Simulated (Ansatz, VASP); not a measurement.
One calculation of GaSb, two programs

The input INCAR:

```
  PREC = Accurate
  ENCUT = 520
  EDIFF = 1E-6
  ISMEAR = -1
  SIGMA = 0.05
  LREAL = F
  LASPH = T
  NELM = 60
  ALGO = Normal
  ISIF = 2
  LWAVE = F
  LCHARG = F
  GGA = PE
  NBANDS = 16
```

Contents of KPOINTS:

```
Automatic mesh
0
Gamma
  10 10 10
```

POSCAR

```
GaSb
1.0
   -2.7534340000      2.7534340000      1.5907070000
    2.7534340000     -2.7534340000      1.5907070000
    2.7534340000      2.7534340000     -1.5907070000
Sb Ga
1 1
Direct
    0.0000000000      0.0000000000      0.0000000000
    0.7500000000      0.2500000000      0.5000000000
```

File input.yaml:

```yaml
crystal:
  lattice:
    - [-2.753434, 2.753434, 1.590707]
    - [2.753434, -2.753434, 1.590707]
    - [2.753434, 2.753434, -1.590707]
  atoms:
    - { symbol: Sb, position: [0.0, 0.0, 0.0] }
    - { symbol: Ga, position: [0.75, 0.25, 0.5] }
hamiltonian:
  xc: pbe
  pseudopotentials: { kind: paw }
kpoints:
  mp_grid: { grid: [10, 10, 10] }
scf:
  occupations: { method: fermi_dirac, width: 0.05 }
output:
  forces: true
  stress: true
  eigenvalues: true
  write_density: true
  write_potential: true
  elf: true
  volumetric_format: npy
```

Alike in both runs: task single point; functional PBE; k mesh 10 × 10 × 10; occupations fermi-dirac, width 0.05 eV; no spin polarisation.

|  | VASP | Ansatz |
| --- | --- | --- |
| version | VASP 6.6.1 | Ansatz 0.2.0 |
| potentials or method | VASP PAW PBE potentials, release 64 (Sb, Ga_d) | Ansatz PAW |
| plane-wave cutoff (eV) | 520 | 420 |
| valence electrons in the cell | 18 | 28 |

Ansatz gave:

```
gap on the k mesh at the Fermi level (eV)                     : none
pressure (GPa)                                                : 0.1
traceless stress, the component that is largest in VASP (GPa) : -0.60
```

Problem. Estimate VASP's values.

Solution. gap on the k mesh at the Fermi level (eV): none; pressure (GPa): 0.1; traceless stress, the component that is largest in VASP (GPa): -0.65.

A gap of «none» marks a metal or a gap that the smearing closes. With one functional, cell and mesh, what is left measures potentials, basis and numerics. VASP's potentials hold 18 valence electrons a cell and Ansatz's 28, so a difference there can come from the potentials and not from the codes.

Neither program's run includes spin-orbit coupling.
